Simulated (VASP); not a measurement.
Here is a VASP 6.6.1 calculation.

File INCAR:

```
SYSTEM = LaP
PREC = Accurate ; ENCUT = 520
EDIFF = 1E-6 ; ISMEAR = -1
SIGMA = 0.03 ; LREAL = .False.
LASPH = .True. ; NELM = 60
ALGO = Normal ; ISIF = 2
LWAVE = .False. ; LCHARG = .False.
NBANDS = 15
```

File KPOINTS:

```
Automatic mesh
0
Gamma
  10 10 10
  0 0 0
```

The input POSCAR:

```
LaP
1.0
    0.0000000000      3.0715836276      3.0715836276
    3.0715836276      0.0000000000      3.0715836276
    3.0715836276      3.0715836276      0.0000000000
La P
1 1
Direct
    0.0000000000      0.0000000000      0.0000000000
    0.5000000000      0.5000000000      0.5000000000
```

Potentials or basis: VASP PAW LDA potentials, release 64 (La, P).

Command:

```bash
$ cat potpaw_LDA.64/La/POTCAR potpaw_LDA.64/P/POTCAR > POTCAR
$ mpirun -np 1 vasp_std > vasp.out
```

Q: Predict the pressure.

A: -6.8 GPa.

Q: Predict the band gap on the k mesh.

A: Zero (band 8 reaches 5.86 eV, above the bottom of band 9 at 5.74 eV).

Caveat: spin-orbit coupling is left out, which moves the levels of the heavy elements.
